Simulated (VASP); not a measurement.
# Bi (P2_1/m) in VASP: further runs, part 2 of 2

VASP 6.6.1. The steps go on from the part before.

**4. Single point, PBEsol**

INCAR reads:

```
SYSTEM = Bi
PREC     = Accurate       ! precision mode
ENCUT    = 520            ! plane-wave cutoff, eV
EDIFF    = 1E-7           ! SCF threshold, eV
ISMEAR   = -1             ! smearing method
SIGMA    = 0.05           ! smearing width, eV
LREAL    = .FALSE.        ! projectors in reciprocal space
LASPH    = .TRUE.         ! aspherical terms in the spheres
NELM     = 100            ! most SCF steps
ALGO     = Fast           ! electronic algorithm
ISIF     = 2              ! what is computed and relaxed
LWAVE    = .FALSE.        ! write WAVECAR
LCHARG   = .FALSE.        ! write CHGCAR
GGA      = PS             ! functional
NBANDS   = 38             ! bands
```

KPOINTS reads:

```
Automatic mesh
0
G
  6 6 4
  0 0 0
```

POSCAR reads:

```
Bi
1.0
    4.5257926283      0.0000000000      0.1174722826
    0.0000000000      4.5291580132      0.0000000000
   -0.1719106602      0.0000000000      6.5171492558
Bi
4
Direct
    0.2500964250      0.2500000000      0.7497847099
    0.7499035750      0.7500000000      0.2502152901
    0.2499218977      0.2500000000      0.2500269457
    0.7500781023      0.7500000000      0.7499730543
```

Potentials or basis: VASP PAW PBE potentials, release 64 (Bi_d).

On the command line:

```console
$ cat potpaw_PBE.64/Bi_d/POTCAR > POTCAR
$ mpirun -np 1 vasp_std > vasp.out
```

OUTCAR:

```text
SYSTEM = Bi
   PREC = Accurate
   ENCUT = 520
   EDIFF = 1E-7
   ISMEAR = -1
   LREAL = .FALSE.
   LASPH = .TRUE.
   NELM = 100
   ISIF = 2
   GGA = PS

 ion  position               nearest neighbor table
   1  0.250  0.250  0.750-   4 3.20   4 3.20   4 3.20   4 3.20   3 3.26   3 3.26
   2  0.750  0.750  0.250-   3 3.20   3 3.20   3 3.20   3 3.20   4 3.26   4 3.26
   3  0.250  0.250  0.250-   2 3.20   2 3.20   2 3.20   2 3.20   1 3.26   1 3.26
   4  0.750  0.750  0.750-   1 3.20   1 3.20   1 3.20   1 3.20   2 3.26   2 3.26

  LATTYP: Found a simple monoclinic cell.
 ALAT       =     4.5273169374
 B/A-ratio  =     1.0004066594
 C/A-ratio  =     1.4400176304
 COS(beta)  =    -0.0004217315

  Lattice vectors:

 A1 = (   4.5257926283,   0.0000000000,   0.1174722826)
 A2 = (   0.0000000000,   4.5291580132,   0.0000000000)
 A3 = (  -0.1719106602,   0.0000000000,   6.5171492558)

Analysis of symmetry for initial positions (statically):
=====================================================================
 Subroutine PRICEL returns:
 Original cell was already a primitive cell.

 Routine SETGRP: Setting up the symmetry group for a
 simple monoclinic supercell.

 Subroutine GETGRP returns: Found  4 space group operations
 (whereof  2 operations were pure point group operations)
 out of a pool of  4 trial point group operations.

The static configuration has the point symmetry S_2 .
 The point group associated with its full space group is C_2h.

Analysis of symmetry for dynamics (positions and initial velocities):
=====================================================================
 Subroutine PRICEL returns:
 Original cell was already a primitive cell.

 Routine SETGRP: Setting up the symmetry group for a
 simple monoclinic supercell.

 Subroutine GETGRP returns: Found  4 space group operations
 (whereof  2 operations were pure point group operations)
 out of a pool of  4 trial point group operations.

[... 124 lines left out ...]
     AMIX     =   0.40;   BMIX     =  1.00
     AMIX_MAG =   1.60;   BMIX_MAG =  1.00
  volume/ion in A,a.u.               =      33.42       225.53
  Fermi-wavevector in a.u.,A,eV,Ry     =   1.253438  2.368655 21.376210  1.571107
  Thomas-Fermi vector in A             =   2.387291
   LORBIT       =      0    0 simple, 1 ext, 2 COOP (PROOUT), +10 PAW based schemes
   GGA     = PS    functional components
   LHFCALC =     F    Hartree Fock is set to
   AEXX    =    0.0000 exact exchange contribution
   IVDW    =     0    specifies the selected vdW correction
   LEPSILON=     F    determine dielectric tensor
   LRPA    =     F    only Hartree local field effects (RPA)
 non-spin polarized calculation
 RMM-DIIS sequential band-by-band and
  energy-cutoff  :      520.00
  volume of cell :      133.68
 maximum number of plane-waves:      3632
 NGX is ok and might be reduce to    36
   NGX = 17   NGY = 17   NGZ = 25

 number of electron      60.0000028 magnetization

 Free energy of the ion-electron system (eV)
  ---------------------------------------------------
  ext. energy  EPLUGINS =         0.00000000
  ---------------------------------------------------
  free energy    TOTEN  =       -17.08835166 eV

  energy without entropy =      -17.06829215  energy(sigma->0) =      -17.07832191

 E-fermi :   6.7143     XC(G=0):  -9.9746

 val. band max:        6.5755121386   @ k =   0.0000   0.5000   0.5000
 cond. band min:       6.7223563859   @ k =   0.3333   0.5000   0.5000
 fundamental gap:      0.1468442473
 Fermi energy:         6.7143417470

 k-point     1 :       0.0000    0.0000    0.0000
  band No.  band energies     occupation
      1     -16.2017      2.00000
      2     -16.1880      2.00000
      3     -16.1605      2.00000
      4     -16.0487      2.00000
      5     -16.0352      2.00000
      6     -16.0132      2.00000
[... 973 lines left out ...]
     37      11.3293      0.00000
     38      12.0265      0.00000

 [... further k-points ...]

------------------------ aborting loop because EDIFF is reached ----------------------------------------

  FORCE on cell =-STRESS in cart. coord.  units (eV):
  Direction    XX          YY          ZZ          XY          YZ          ZX
  --------------------------------------------------------------------------------------
  -------------------------------------------------------------------------------------
  Total       -0.0612233     -0.0721047     -0.0261082      0.0000000      0.0000000      0.0016942
  in kB       -0.7337707     -0.8641859     -0.3129107      0.0000000      0.0000000      0.0203055
  external PRESSURE =      -0.6369557 kB  Pullay stress =       0.0000000 kB

 VOLUME and BASIS-vectors are now :
 -----------------------------------------------------------------------------
  energy-cutoff  :      520.00
  volume of cell :      133.68
      direct lattice vectors                 reciprocal lattice vectors
     4.525792628  0.000000000  0.117472283     0.220804591  0.000000000  0.005824427
     0.000000000  4.529158013  0.000000000     0.000000000  0.220791590  0.000000000
    -0.171910660  0.000000000  6.517149256    -0.003980025  0.000000000  0.153336336

 POSITION                                       TOTAL-FORCE (eV/Angst)
 -----------------------------------------------------------------------------------
      1.00299      1.13229      4.91584        -0.000262      0.000000      0.000343
      3.35089      3.39687      1.71878         0.000262      0.000000     -0.000343
      1.08811      1.13229      1.65882         0.000004      0.000000     -0.000066
      3.26577      3.39687      4.97580        -0.000004      0.000000      0.000066
 -----------------------------------------------------------------------------------
    total drift:                                0.000000     -0.000000     -0.000000

  FREE ENERGIE OF THE ION-ELECTRON SYSTEM (eV)
  ---------------------------------------------------
  free  energy   TOTEN  =       -17.0883516639 eV

  energy  without entropy=      -17.0682921462  energy(sigma->0) =      -17.07832191
```

OSZICAR:

```text
N       E                     dE             d eps       ncg     rms          rms(c)
DAV:   1     0.716165022403E+03    0.71617E+03   -0.31509E+04  4256   0.194E+03
DAV:   2     0.620161914653E+02   -0.65415E+03   -0.64272E+03  4270   0.541E+02
DAV:   3    -0.135152421475E+02   -0.75531E+02   -0.74067E+02  4984   0.199E+02
DAV:   4    -0.169285045993E+02   -0.34133E+01   -0.33949E+01  4848   0.448E+01
[... 13 lines left out ...]
RMM:  18    -0.170883652414E+02    0.10244E-04   -0.19998E-06  4584   0.766E-03    0.238E-02
RMM:  19    -0.170883553138E+02    0.99276E-05   -0.54555E-06  6185   0.115E-02    0.106E-02
RMM:  20    -0.170883522417E+02    0.30722E-05   -0.22569E-06  4868   0.830E-03    0.270E-03
RMM:  21    -0.170883516651E+02    0.57655E-06   -0.60081E-07  4466   0.428E-03    0.761E-04
RMM:  22    -0.170883516639E+02    0.11505E-08   -0.13370E-07  2446   0.290E-03
   1 F= -.17088352E+02 E0= -.17078322E+02  d E =-.200595E-01
```

Wall time 4.5 min (1 thread of AMD EPYC 9R14 (Zen 4), shared host); peak memory 0.33 GiB.

Results:

```yaml
Free_energy: -17.0884 eV
Pressure: -0.1 GPa
Band_gap_on_the_k_mesh: zero (bands 30 and 31 overlap by 0.38 eV)
```

Caveat: the PAW data sets were made with another functional, which shifts forces and pressure a little; spin-orbit coupling is left out, which moves the levels of the heavy elements.

**5. Summary**

| cell | further INCAR settings | gap on the mesh (eV) | pressure (GPa) |
| --- | --- | --- | --- |
| a = 4.529, b = 4.530, c = 6.520 Å, angles 90.0, 90.1, 90.0°, 4 atoms | ALGO = Fast; EDIFF = 1e-07; NBANDS = 38 | none | -0.1 |
| a = 4.529, b = 4.531, c = 6.522 Å, 4 atoms | ALGO = Fast; EDIFF = 1e-06; NBANDS = 38 | none | -0.4 |
| a = 4.527, b = 4.529, c = 6.519 Å, 4 atoms | ALGO = Fast; EDIFF = 1e-07; NBANDS = 38 | none | -0.1 |

Alike in all rows: task single point; level PBEsol; potentials or basis VASP PAW PBE potentials, release 64 (Bi_d); no spin polarisation; k mesh 6 × 6 × 4; cutoff (eV) 520; smearing fermi-dirac 0.05 eV.

Caveats: the PAW data sets were made with another functional, which shifts forces and pressure a little; spin-orbit coupling is left out, which moves the levels of the heavy elements.

Total energies depend on the potentials used, so only differences within one code and one set of settings carry meaning.

The gap in the log of VASP goes by the Fermi energy; the results here count the filled bands.